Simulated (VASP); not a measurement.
# Hf (P6_3/mmc) in VASP: elastic constants with PBEsol

Aim: the elastic constants of Hf with PBEsol.

All numbers are computed with VASP 6.6.1; they aren't measurements. Logs are shortened: lines on timing, memory, paths and dates and some standing lists are left out, and cuts for length are marked.

## Step 1: The cell of the first run

It takes space group P6_3/mmc (No. 194, hexagonal). The conventional cell has a = 3.096 Å, b = 3.096 Å, c = 4.921 Å, α = 90.00°, β = 90.00°, γ = 120.00°. Within 4.0 Å of Hf (site symmetry -6m2) lie 12 Hf at 3.04 to 3.10 Å.

## Step 2: Elastic constants, PBEsol

The input, INCAR:

```
  PREC = Accurate
  ENCUT = 500
  EDIFF = 1E-8
  ISMEAR = -1
  SIGMA = 0.1
  LREAL = False
  LASPH = True
  NELM = 120
  ALGO = Normal
  ISIF = 3
  LWAVE = False
  LCHARG = True
  GGA = PS
  IBRION = 6
  NFREE = 2
  POTIM = 0.015
  NSW = 1
  GGA_COMPAT = False
```

The input, KPOINTS:

```
Automatic mesh
0
Gamma
  18 18 10
```

The input, POSCAR:

```
Hf
1.0
    3.0964341662      0.0000000000      0.0000000000
   -1.5482170831      2.6815906491      0.0000000000
    0.0000000000      0.0000000000      4.9209713058
Hf
2
Direct
    0.3333333333      0.6666666667      0.2500000000
    0.6666666667      0.3333333333      0.7500000000
```

Potentials or basis: VASP PAW PBE potentials, release 64 (Hf_pv).

The run is started by

```
cat potpaw_PBE.64/Hf_pv/POTCAR > POTCAR
mpirun -np 1 vasp_std > vasp.out
```

OUTCAR:

```text
PREC = Accurate
   ENCUT = 500
   EDIFF = 1E-8
   ISMEAR = -1
   LREAL = False
   LASPH = True
   NELM = 120
   ISIF = 3
   GGA = PS
   IBRION = 6
   NFREE = 2
   POTIM = 0.015
   NSW = 1

 ion  position               nearest neighbor table
   1  0.333  0.667  0.250-   2 3.04   2 3.04   2 3.04   2 3.04   2 3.04   2 3.04
   2  0.667  0.333  0.750-   1 3.04   1 3.04   1 3.04   1 3.04   1 3.04   1 3.04

  LATTYP: Found a hexagonal cell.
 ALAT       =     3.0964341662
 C/A-ratio  =     1.5892381500

  Lattice vectors:

 A1 = (   3.0964341662,   0.0000000000,   0.0000000000)
 A2 = (  -1.5482170831,   2.6815906491,   0.0000000000)
 A3 = (   0.0000000000,   0.0000000000,   4.9209713058)

Analysis of symmetry for initial positions (statically):
=====================================================================
 Subroutine PRICEL returns:
 Original cell was already a primitive cell.

 Routine SETGRP: Setting up the symmetry group for a
 hexagonal supercell.

 Subroutine GETGRP returns: Found 24 space group operations
 (whereof 12 operations were pure point group operations)
 out of a pool of 24 trial point group operations.

The static configuration has the point symmetry D_3d.
 The point group associated with its full space group is D_6h.

Analysis of symmetry for dynamics (positions and initial velocities):
=====================================================================
 Subroutine PRICEL returns:
 Original cell was already a primitive cell.

 Routine SETGRP: Setting up the symmetry group for a
 hexagonal supercell.

 Subroutine GETGRP returns: Found 24 space group operations
 (whereof 12 operations were pure point group operations)
 out of a pool of 24 trial point group operations.

The dynamic configuration has the point symmetry D_3d.
 The point group associated with its full space group is D_6h.

 Subroutine INISYM returns: Found 24 space group operations
 (whereof 12 operations are pure point group operations),
 and found     1 'primitive' translations

----------------------------------------------------------------------------------------

                                     Primitive cell

  volume of cell :      40.8606

  direct lattice vectors                    reciprocal lattice vectors
     3.096434166  0.000000000  0.000000000     0.322952127  0.186456497  0.000000000
    -1.548217083  2.681590649  0.000000000     0.000000000  0.372912995  0.000000000
     0.000000000  0.000000000  4.920971306     0.000000000  0.000000000  0.203211914

  length of vectors
     3.096434166  3.096434166  4.920971306     0.372912995  0.372912995  0.203211914

  position of ions in fractional coordinates (direct lattice)
     0.333333333  0.666666667  0.250000000
     0.666666667  0.333333333  0.750000000

  ion indices of the primitive-cell ions
   primitive index   ion index
                 1           1
                 2           2

----------------------------------------------------------------------------------------

 KPOINTS: Automatic mesh

Automatic generation of k-mesh.
[... 118 lines left out ...]

  FORCE on cell =-STRESS in cart. coord.  units (eV):
  Direction    XX          YY          ZZ          XY          YZ          ZX
  --------------------------------------------------------------------------------------
  -------------------------------------------------------------------------------------
  Total        1.6982337      1.6982337      1.6685176     -0.0000000      0.0000000     -0.0000000
  in kB       66.5890564     66.5890565     65.4238661     -0.0000000      0.0000000     -0.0000000
  external PRESSURE =      66.2006597 kB  Pullay stress =       0.0000000 kB
[... 89 lines left out ...]
  FREE ENERGIE OF THE ION-ELECTRON SYSTEM (eV)
  ---------------------------------------------------
  free  energy   TOTEN  =       -20.9556625086 eV

  energy  without entropy=      -20.9021600096  energy(sigma->0) =      -20.92891126

[... ionic steps 4 to 14 ...]

--------------------------------------- Ionic step       15  -------------------------------------------

 number of electron      20.0000003 magnetization

------------------------ aborting loop because EDIFF is reached ----------------------------------------
[... 67 lines left out ...]
--------------------------------------- Ionic step       17  -------------------------------------------

 number of electron      20.0000001 magnetization

 Free energy of the ion-electron system (eV)
  ---------------------------------------------------
  ext. energy  EPLUGINS =         0.00000000
  ---------------------------------------------------
  free energy    TOTEN  =       -20.98730793 eV

  energy without entropy =      -20.93408640  energy(sigma->0) =      -20.96069716

 E-fermi :   5.3849     XC(G=0): -11.8133

 val. band max:        5.3816436086   @ k =   0.2222   0.2222   0.5000
 cond. band min:       5.3965413862   @ k =  -0.0556   0.1667   0.4000
 fundamental gap:      0.0148977776
 Fermi energy:         5.3849174445

 k-point     1 :       0.0000    0.0000    0.0000
  band No.  band energies     occupation
      1     -25.5806      2.00000
      2     -24.5809      2.00000
      3     -24.5809      2.00000
      4     -24.4141      2.00000
      5     -24.4141      2.00000
      6     -24.4125      2.00000
      7      -2.2889      2.00000
      8       1.3817      2.00000
      9       6.3891      0.00009
     10       6.5916      0.00001
     11       6.5916      0.00001
     12       6.8602      0.00000
     13       7.5034      0.00000
     14       7.5034      0.00000
[... 377 lines left out ...]
      1     -25.3263      2.00000
      2     -25.1385      2.00000
      3     -25.0824      2.00000
      4     -24.8620      2.00000
      5     -24.7037      2.00000
      6     -24.5949      2.00000
      7       2.0179      2.00000
      8       2.7180      2.00000
      9       2.9627      2.00000
     10       4.5889      1.99930
     11       5.9806      0.00516
     12       6.3842      0.00009
     13       7.1527      0.00000
     14      10.9816      0.00000

 [... further k-points ...]

------------------------ aborting loop because EDIFF is reached ----------------------------------------

  FORCE on cell =-STRESS in cart. coord.  units (eV):
  Direction    XX          YY          ZZ          XY          YZ          ZX
  --------------------------------------------------------------------------------------
  -------------------------------------------------------------------------------------
  Total        1.7001466      1.7001466      1.6745364      0.0000000      0.0000000      0.0000000
  in kB       66.6640654     66.6640654     65.6598688      0.0000000      0.0000000      0.0000000
  external PRESSURE =      66.3293332 kB  Pullay stress =       0.0000000 kB
[... 17 lines left out ...]
  FREE ENERGIE OF THE ION-ELECTRON SYSTEM (eV)
  ---------------------------------------------------
  free  energy   TOTEN  =       -20.9873079256 eV

  energy  without entropy=      -20.9340863995  energy(sigma->0) =      -20.96069716

 INTERNAL STRAIN TENSORS FROM STRAINED CELLS
 ============================================

 INTERNAL STRAIN TENSOR FOR ION    1 for displacements in x,y,z  (eV/Angst):
          X           Y           Z          XY          YZ          ZX
  --------------------------------------------------------------------------------
  x    -0.00000    -0.00000    -0.00000    -2.85310     0.00000     0.00000
  y    -2.83979     2.83008     0.00000     0.00019     0.00002    -0.00004
  z    -0.00000     0.00000     0.00000     0.00000     0.00520     0.00000

 INTERNAL STRAIN TENSORS FROM DISPLACED ATOMS
 ============================================

 INTERNAL STRAIN TENSOR FOR ION    1 for displacements in x,y,z  (eV/Angst):
          X           Y           Z          XY          YZ          ZX
  --------------------------------------------------------------------------------
  x     0.00000     0.00000     0.00000    -2.84449     0.00000     0.00000
  y    -2.84449     2.84449    -0.00000     0.00000     0.00000     0.00000
  z     0.00000     0.00000     0.00000     0.00000     0.00000     0.00000

 INTERNAL STRAIN TENSOR FOR ION    2 for displacements in x,y,z  (eV/Angst):
          X           Y           Z          XY          YZ          ZX
  --------------------------------------------------------------------------------
  x     0.00000    -0.00000     0.00000     2.84449     0.00000     0.00000
  y     2.84449    -2.84449     0.00000     0.00000     0.00000     0.00000
  z     0.00000     0.00000    -0.00000     0.00000     0.00000     0.00000

 Eigenvectors and eigenvalues of the dynamical matrix
 ----------------------------------------------------

   1 f  =    3.822844 THz    24.019634 2PiTHz  127.516334 cm-1    15.810003 meV
             X         Y         Z           dx          dy          dz
     -0.000000  1.787727  1.230243    -0.000000   -0.000000    0.707107
      1.548217  0.893864  3.690728     0.000000   -0.000000   -0.707107
[... 21 lines left out ...]
   6 f  =    0.000000 THz     0.000000 2PiTHz    0.000001 cm-1     0.000000 meV
             X         Y         Z           dx          dy          dz
     -0.000000  1.787727  1.230243     0.187588    0.415975    0.540162
      1.548217  0.893864  3.690728     0.187588    0.415975    0.540162

--------------------------------------------------------------------------------------------------------

 ELASTIC MODULI CONTR FROM IONIC RELAXATION (kBar)
 Direction    XX          YY          ZZ          XY          YZ          ZX
 --------------------------------------------------------------------------------
 XX        -180.9852    180.9852     -0.0000      0.0000      0.0000      0.0000
 YY         180.9852   -180.9852      0.0000     -0.0000      0.0000      0.0000
 ZZ          -0.0000      0.0000     -0.0000      0.0000      0.0000      0.0000
 XY           0.0000     -0.0000      0.0000   -180.9852      0.0000      0.0000
 YZ           0.0000      0.0000      0.0000      0.0000      0.0000      0.0000
 ZX           0.0000      0.0000      0.0000      0.0000      0.0000      0.0000
 --------------------------------------------------------------------------------

 TOTAL ELASTIC MODULI (kBar)
 Direction    XX          YY          ZZ          XY          YZ          ZX
 --------------------------------------------------------------------------------
 XX        2043.7780    929.7071    849.8516      0.0000     -0.0000      0.0000
 YY         929.7071   2043.7780    849.8516     -0.0000     -0.0000      0.0000
 ZZ         849.8516    849.8516   2363.8227     -0.0000     -0.0000      0.0000
 XY           0.0000     -0.0000     -0.0000    557.0354      0.0000      0.0000
 YZ           0.0000      0.0000     -0.0000     -0.0000    489.9890      0.0000
 ZX           0.0000      0.0000      0.0000      0.0000      0.0000    489.9890
 --------------------------------------------------------------------------------
```

Wall time 54 min (1 thread of Intel Xeon Platinum 8175M at 2.50GHz (Skylake/Cascade Lake), shared host); peak memory 0.88 GiB.

Results:

```
Voigt bulk modulus            : 130 GPa
Highest phonon frequency at Γ : 128 cm⁻¹
```

Phonon frequencies in cm⁻¹ (negative: imaginary):
```tsv
q point	frequencies
(0.000, 0.000, 0.000)	0 0 0 73 73 128
```

Elastic tensor in Voigt notation (GPa, in the Cartesian axes of the cell as first typed):
```
204  93  85   0   0   0
 93 204  85   0   0   0
 85  85 236   0   0   0
  0   0   0  49   0   0
  0   0   0   0  49   0
  0   0   0   0   0  56
```

Clamped-ion elastic tensor (GPa):
```
222  75  85   0   0   0
 75 222  85   0   0   0
 85  85 236   0   0   0
  0   0   0  49   0   0
  0   0   0   0  49   0
  0   0   0   0   0  74
```

Caveat: the cell is under stress, which shifts elastic constants; the PAW data sets were made with another functional, which shifts forces and pressure a little; spin-orbit coupling is left out, which moves the levels of the heavy elements.
